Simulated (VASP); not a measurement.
# HPbNO4 (P1) in VASP: single point with HSE06

Aim: the single point of HPbNO4 with HSE06.

All numbers are computed with VASP 6.6.1; they aren't measurements. Logs are shortened: lines on timing, memory, paths and dates and some standing lists are left out, and cuts for length are marked.

### 1 The cell of the first run

The typed cell holds 7 atoms: a = 3.857 Å, b = 4.338 Å, c = 5.984 Å, α = 81.87°, β = 83.26°, γ = 87.68°.

### 2 Single point, HSE06

The input, POSCAR:

```
HPbNO4
1.0
    3.8570700000      0.0017800000     -0.0365800000
    0.1735300000      4.3343600000     -0.0164700000
    0.7580300000      0.8387300000      5.8766200000
H Pb N O
1 1 1 4
Direct
    0.6151100000      0.8955900000      0.1984400000
    0.6459700000      0.4465100000      0.9168500000
    0.7147400000      0.2381000000      0.5005800000
    0.1695800000      0.4700700000      0.7776800000
    0.6291900000      0.9704500000      0.4984500000
    0.5642400000      0.9258300000      0.0384900000
    0.7802200000      0.4225000000      0.3195100000
```

The input, INCAR.step1:

```
PREC = Accurate
ENCUT = 1000
EDIFF = 1E-5
ISMEAR = -1
SIGMA = 0.05
LREAL = False
LASPH = True
NELM = 120
ALGO = Normal
ISIF = 2
LWAVE = True
LCHARG = False
NBANDS = 31
GGA = PE
GGA_COMPAT = False
```

The input, INCAR.step2:

```
PREC = Accurate
ENCUT = 1000
EDIFF = 1E-6
ISMEAR = -1
SIGMA = 0.05
LREAL = False
LASPH = True
NELM = 120
ALGO = Normal
ISIF = 2
LWAVE = False
LCHARG = False
GGA = PE
LHFCALC = True
HFSCREEN = 0.2079
PRECFOCK = Normal
NBANDS = 31
ISTART = 1
GGA_COMPAT = False
```

The input, KPOINTS:

```
Automatic mesh
0
Gamma
  3 3 2
```

Potentials or basis: VASP PAW PBE potentials, release 64 (H_h, Pb_d, N_h, O_h).

Run with:

```console
$ cat potpaw_PBE.64/H_h/POTCAR potpaw_PBE.64/Pb_d/POTCAR potpaw_PBE.64/N_h/POTCAR potpaw_PBE.64/O_h/POTCAR > POTCAR
$ cp INCAR.step1 INCAR
$ mpirun -np 1 vasp_std > vasp.out
$ cp INCAR.step2 INCAR
$ mpirun -np 1 vasp_std > vasp.out
```

OUTCAR:

```text
PREC = Accurate
   ENCUT = 1000
   EDIFF = 1E-6
   ISMEAR = -1
   LREAL = False
   LASPH = True
   NELM = 120
   ISIF = 2
   GGA = PE
   LHFCALC = True
   HFSCREEN = 0.2079
   PRECFOCK = Normal
   ISTART = 1

 ion  position               nearest neighbor table
   1  0.615  0.896  0.198-   6 0.99
   2  0.646  0.447  0.917-   4 2.09   4 2.10   6 2.30   6 2.30   7 2.51   3 2.75
   3  0.715  0.238  0.501-   5 1.22   7 1.26   2 2.75
   4  0.170  0.470  0.778-   2 2.09   2 2.10
   5  0.629  0.970  0.498-   3 1.22
   6  0.564  0.926  0.038-   1 0.99   2 2.30   2 2.30
   7  0.780  0.422  0.320-   3 1.26   2 2.51

  LATTYP: Found a triclinic cell.
 ALAT       =     9.0022731292
 B/A-ratio  =     1.1034313029
 C/A-ratio  =     0.8320978899
 COS(alpha) =     0.0134657135
 COS(beta)  =     0.5861289562
 COS(gamma) =     0.8046043717

  Lattice vectors:

 A1 = (  -7.8876700000,  -4.3379200000,   0.0896300000)
 A2 = (  -7.1296400000,  -3.4991900000,   5.9662500000)
 A3 = (  -4.6151000000,  -0.8405100000,  -5.8400400000)

Analysis of symmetry for initial positions (statically):
=====================================================================
 Subroutine PRICEL returns:
 Original cell was already a primitive cell.

 Routine SETGRP: Setting up the symmetry group for a
 triclinic supercell.

 Subroutine GETGRP returns: Found  1 space group operations
 (whereof  1 operations were pure point group operations)
 out of a pool of  2 trial point group operations.

The static configuration has the point symmetry C_1 .

Analysis of symmetry for dynamics (positions and initial velocities):
=====================================================================
 Subroutine PRICEL returns:
 Original cell was already a primitive cell.

 Routine SETGRP: Setting up the symmetry group for a
 triclinic supercell.

 Subroutine GETGRP returns: Found  1 space group operations
 (whereof  1 operations were pure point group operations)
 out of a pool of  2 trial point group operations.

The dynamic configuration has the point symmetry C_1 .

 Subroutine INISYM returns: Found  1 space group operations
 (whereof  1 operations are pure point group operations),
 and found     1 'primitive' translations

----------------------------------------------------------------------------------------

                                     Primitive cell

  volume of cell :      98.4112

  direct lattice vectors                    reciprocal lattice vectors
     3.857070000  0.001780000 -0.036580000     0.258966393 -0.010489196 -0.031907234
     0.173530000  4.334360000 -0.016470000    -0.000418053  0.230606447 -0.032858965
     0.758030000  0.838730000  5.876620000     0.001610808  0.000581013  0.169875140

  length of vectors
     3.857243867  4.337863591  5.984374664     0.261135381  0.232936085  0.169883771

  position of ions in fractional coordinates (direct lattice)
     0.615110000  0.895590000  0.198440000
     0.645970000  0.446510000  0.916850000
     0.714740000  0.238100000  0.500580000
     0.169580000  0.470070000  0.777680000
     0.629190000  0.970450000  0.498450000
     0.564240000  0.925830000  0.038490000
     0.780220000  0.422500000  0.319510000

  ion indices of the primitive-cell ions
   primitive index   ion index
                 1           1
                 2           2
                 3           3
                 4           4
                 5           5
                 6           6
                 7           7

----------------------------------------------------------------------------------------

 KPOINTS: Automatic mesh

Automatic generation of k-mesh.
 Grid dimensions read from file:
 generate k-points for:    3    3    2

 Generating k-lattice:

  Cartesian coordinates                     Fractional coordinates (reciprocal lattice)
     0.086322131 -0.003496399 -0.010635745     0.333333333  0.000000000  0.000000000
    -0.000139351  0.076868816 -0.010952988     0.000000000  0.333333333  0.000000000
     0.000805404  0.000290507  0.084937570    -0.000000000 -0.000000000  0.500000000

  Length of vectors
     0.087045127  0.077645362  0.084941885

  Shift w.r.t. Gamma in fractional coordinates (k-lattice)
     0.000000000  0.000000000  0.000000000

 Subroutine IBZKPT returns following result:
 ===========================================

 Found     10 irreducible k-points:

 Following reciprocal coordinates:
            Coordinates               Weight
  0.000000  0.000000  0.000000      1.000000
  0.333333  0.000000  0.000000      2.000000
 -0.000000  0.333333  0.000000      2.000000
  0.333333  0.333333  0.000000      2.000000
 -0.333333  0.333333  0.000000      2.000000
  0.000000  0.000000  0.500000      1.000000
  0.333333  0.000000  0.500000      2.000000
 -0.000000  0.333333  0.500000      2.000000
  0.333333  0.333333  0.500000      2.000000
 -0.333333  0.333333  0.500000      2.000000
   k-points           NKPTS =     10   k-points in BZ     NKDIM =     18   number of bands    NBANDS=     31
   number of dos      NEDOS =    301   number of ions     NIONS =      7
   total plane-waves  NPLWV = 122880
   dimension x,y,z NGX =    40 NGY =   48 NGZ =   64
   dimension x,y,z NGXF=    80 NGYF=   96 NGZF=  128
   ions per type =               1   1   1   4
   NGX,Y,Z   is equivalent  to a cutoff of  17.24, 18.40, 17.78 a.u.
   NGXF,Y,Z  is equivalent  to a cutoff of  34.48, 36.79, 35.56 a.u.
 SYSTEM =  unknown system
   PREC   = accura    normal or accurate (medium, high low for compatibility)
   ISTART =      1    job   : 0-new  1-cont  2-samecut
   ICHARG =      0    charge: 1-file 2-atom 10-const
   ISPIN  =      1    spin polarized calculation?
   LNONCOLLINEAR =      F non collinear calculations
   LSORBIT =      F    spin-orbit coupling
   LASPH  =      T    aspherical Exc in radial PAW
   ENCUT  = 1000.0 eV  73.50 Ry    8.57 a.u.   9.95 11.18 15.43*2*pi/ulx,y,z
   NELM   =    120;   NELMIN=  2; NELMDL=  0     # of ELM steps
   EDIFF  = 0.1E-05   stopping-criterion for ELM
   LREAL  =      F    real-space projection
   EDIFFG = 0.1E-04   stopping-criterion for IOM
   NSW    =      0    number of steps for IOM
   IBRION =     -1    ionic relax: 0-MD 1-quasi-New 2-CG
   NFREE  =      0    steps in history (QN), initial steepest desc. (CG)
   ISIF   =      2    stress and relaxation
   ISYM   =      3    0-nonsym 1-usesym 2-fastsym
   POTIM  = 0.5000    time-step for ionic-motion
   TEBEG  =    0.0;   TEEND  =   0.0 temperature during run
   PSTRESS=    0.0 pullay stress
   NELECT =      44.0000    total number of electrons
   NUPDOWN=      -1.0000    fix difference up-down
   EMIN   =  10.00;   EMAX   =-10.00  energy-range for DOS
   EFERMI =   0.00;   METHOD = LEGACY
   ISMEAR =    -1;   SIGMA  =   0.05  broadening in eV -4-tet -1-fermi 0-gaus
   EFERMI_NEDOS =   21; number of points for ismear=-14 and -15
   IALGO  =     38    algorithm
   IMIX   =      1    mixing-type and parameters
     AMIX     =   0.40;   BMIX     =  1.00
     AMIX_MAG =   1.60;   BMIX_MAG =  1.00
  volume/ion in A,a.u.               =      14.06        94.87
  Fermi-wavevector in a.u.,A,eV,Ry     =   1.251827  2.365609 21.321279  1.567070
  Thomas-Fermi vector in A             =   2.385756
   LORBIT       =      0    0 simple, 1 ext, 2 COOP (PROOUT), +10 PAW based schemes
   GGA     = PE    functional components
   LHFCALC =     T    Hartree Fock is set to
   PRECFOCK=normal    Normal, Fast or Accurate (Low or Medium for compatibility)
   ENCUT4O =  -1.0   cutoff for four orbital integrals eV
   NKREDX  =     1    reduce k-point grid by
   NKREDY  =     1    reduce k-point grid by
   NKREDZ  =     1    reduce k-point grid by
   AEXX    =    0.2500 exact exchange contribution
   HFSCREEN=    0.2079 screening length (either q_TF or 0.3 A-1)
   HFSCREENC=   0.2079 screening length for correlation (either q_TF or 0.3 A-1)
   ENCUTFOCK=  -1.0 apply spherical cutoff to Coloumb kernel
   IVDW    =     0    specifies the selected vdW correction
   LEPSILON=     F    determine dielectric tensor
   LRPA    =     F    only Hartree local field effects (RPA)
 non-spin polarized calculation
  energy-cutoff  :     1000.00
  volume of cell :       98.41
 maximum number of plane-waves:      7077
  NGX = 30; NGY = 36; NGZ = 48

 number of electron      43.9999999 magnetization

 Free energy of the ion-electron system (eV)
  ---------------------------------------------------
  ext. energy  EPLUGINS =         0.00000000
  ---------------------------------------------------
  free energy    TOTEN  =       -49.36130651 eV

  energy without entropy =      -49.36116223  energy(sigma->0) =      -49.36123437

 E-fermi :   0.6370     XC(G=0):  -7.2730

 val. band max:        0.2268330966   @ k =   0.3333   0.0000   0.0000
 cond. band min:       0.9609086344   @ k =   0.0000   0.0000   0.5000
 fundamental gap:      0.7340755379
 Fermi energy:         0.6369919253

 k-point     1 :       0.0000    0.0000    0.0000
  band No.  band energies     occupation
      1     -26.4148      2.00000
      2     -21.7950      2.00000
      3     -20.1276      2.00000
      4     -19.6487      2.00000
      5     -17.1061      2.00000
      6     -17.0119      2.00000
[... 23 lines left out ...]
     30      13.2568      0.00000
     31      13.7769      0.00000

 k-point     2 :       0.3333    0.0000    0.0000
  band No.  band energies     occupation
      1     -26.4003      2.00000
      2     -21.7900      2.00000
      3     -20.1072      2.00000
      4     -19.2475      2.00000
      5     -17.0563      2.00000
      6     -17.0071      2.00000
[... 23 lines left out ...]
     30      12.8886      0.00000
     31      13.8805      0.00000

 k-point     3 :      -0.0000    0.3333    0.0000
  band No.  band energies     occupation
      1     -26.3780      2.00000
      2     -21.8925      2.00000
      3     -19.9672      2.00000
      4     -19.6525      2.00000
      5     -17.1054      2.00000
      6     -17.0154      2.00000
[... 227 lines left out ...]
     30      12.7726      0.00000
     31      13.8926      0.00000

 k-point    10 :      -0.3333    0.3333    0.5000
  band No.  band energies     occupation
      1     -26.3618      2.00000
      2     -21.8791      2.00000
      3     -19.9542      2.00000
      4     -19.2472      2.00000
      5     -17.0987      2.00000
      6     -17.0275      2.00000
[... 23 lines left out ...]
     30      12.9233      0.00000
     31      13.1752      0.00000

------------------------ aborting loop because EDIFF is reached ----------------------------------------

  FORCE on cell =-STRESS in cart. coord.  units (eV):
  Direction    XX          YY          ZZ          XY          YZ          ZX
  --------------------------------------------------------------------------------------
  -------------------------------------------------------------------------------------
  Total       -3.2286374     -4.4441375     -3.7397682     -0.7037729      0.6082708     -0.1508730
  in kB      -52.5636121    -72.3524802    -60.8850432    -11.4577273      9.9029114     -2.4562769
  external PRESSURE =     -61.9337118 kB  Pullay stress =       0.0000000 kB

 VOLUME and BASIS-vectors are now :
 -----------------------------------------------------------------------------
  energy-cutoff  :     1000.00
  volume of cell :       98.41
      direct lattice vectors                 reciprocal lattice vectors
     3.857070000  0.001780000 -0.036580000     0.258966393 -0.010489196 -0.031907234
     0.173530000  4.334360000 -0.016470000    -0.000418053  0.230606447 -0.032858965
     0.758030000  0.838730000  5.876620000     0.001610808  0.000581013  0.169875140

 POSITION                                       TOTAL-FORCE (eV/Angst)
 -----------------------------------------------------------------------------------
      2.67836      4.04934      1.12891        -0.196423     -0.018452     -0.449826
      3.26403      2.70547      5.35700         0.035374     -0.058876     -0.265412
      3.17757      1.45313      2.91165        -0.248358     -0.474470     -0.361534
      1.32516      2.69002      4.55618        -0.044398      0.032761      0.704925
      2.97307      4.62546      2.89020         0.423830      1.302644     -0.253545
      2.36615      4.04617      0.19030         0.319398      0.005657      0.210979
      3.32488      2.10064      1.84214        -0.289424     -0.789264      0.414413
 -----------------------------------------------------------------------------------
    total drift:                                0.001153      0.000323     -0.001659

  FREE ENERGIE OF THE ION-ELECTRON SYSTEM (eV)
  ---------------------------------------------------
  free  energy   TOTEN  =       -49.3613065103 eV

  energy  without entropy=      -49.3611622262  energy(sigma->0) =      -49.36123437
```

Wall time 56 min (1 thread of AMD EPYC 9R14 (Zen 4), shared host); peak memory 0.55 GiB.

Results:

```yaml
Free_energy: -49.3613 eV
Pressure: -6.2 GPa
Largest_force: 1.393 eV/Å
Band_gap_on_the_k_mesh: 0.73 eV (least direct gap 0.82 eV)
```

Forces on the atoms (eV/Å):
```
H   -0.196 -0.018 -0.450
Pb   0.035 -0.059 -0.265
N   -0.248 -0.474 -0.362
O   -0.044  0.033  0.705
O    0.424  1.303 -0.254
O    0.319  0.006  0.211
O   -0.289 -0.789  0.414
```

Levels at points of the mesh, in eV from the valence-band top:
| k point | band 20 | band 21 | band 22 | band 23 | band 24 | band 25 |
| --- | --- | --- | --- | --- | --- | --- |
| (0.00, 0.00, 0.00) | -1.63 | -1.39 | -0.73 | 1.93 | 4.74 | 6.56 |
| (0.00, 0.00, 0.50) | -1.65 | -1.46 | -0.09 | 0.73 | 4.86 | 7.04 |

Caveat: the k points lie up to 0.55 Å⁻¹ apart; the PAW data sets were made with another functional, which shifts forces and pressure a little; spin-orbit coupling is left out, which moves the levels of the heavy elements.
